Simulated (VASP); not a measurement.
Set up this calculation in VASP 6.6.1, as the native input.

```yaml
Task: single point
Functional: PBEsol
Potentials_or_basis: VASP PAW PBE potentials, release 64 (Ti_sv, C)
Cutoff: 520 eV
k_mesh: 10 × 10 × 1
Occupations: gaussian, width 0.1 eV
Spin: no spin polarisation
Dipole_correction: yes
Further_INCAR_settings: ALGO = Normal; EDIFF = 1e-07; NBANDS = 28
```

The structure of Ti3C lies in POSCAR:

```
Ti3C
1.0
    2.7797925781      0.0000000000      0.0000000000
   -0.9265975260      2.6208135764      0.0000000000
    0.0000000000      0.0000000000     19.7756614792
Ti C
3 1
Direct
    0.5000000000      0.5000000000      0.2022688346
    0.0000000000      0.0000000000      0.3106574497
    0.5000000000      0.5000000000      0.4184771006
    0.5000000000      1.0000000000      0.4834007059
```

One way to write it, as run:

INCAR

```
PREC = Accurate
ENCUT = 520
EDIFF = 1E-7
ISMEAR = 0
SIGMA = 0.1
LREAL = F
LASPH = T
NELM = 80
ALGO = Normal
ISIF = 2
LWAVE = F
LCHARG = T
LDIPOL = T
IDIPOL = 3
DIPOL = 0.5 0.5 0.354
GGA = PS
LELF = T
LVHAR = T
LVACPOTAV = T
NBANDS = 28
```

KPOINTS

```
Automatic mesh
0
Gamma
  10 10 1
```

Potentials or basis: VASP PAW PBE potentials, release 64 (Ti_sv, C).

The run is started by

```console
$ cat potpaw_PBE.64/Ti_sv/POTCAR potpaw_PBE.64/C/POTCAR > POTCAR
$ mpirun -np 1 vasp_std > vasp.out
```

It gave:

- Largest force: 1.207 eV/Å
- Band gap on the k mesh: zero (band 20 reaches 0.09 eV, above the bottom of band 21 at -0.32 eV)

Caveat: the PAW data sets were made with another functional, which shifts forces and pressure a little.

Run time: 3.3 min on 1 thread of Intel(R) Xeon(R) 6975P-C (Granite Rapids), on a shared host, peak memory 0.38 GiB.
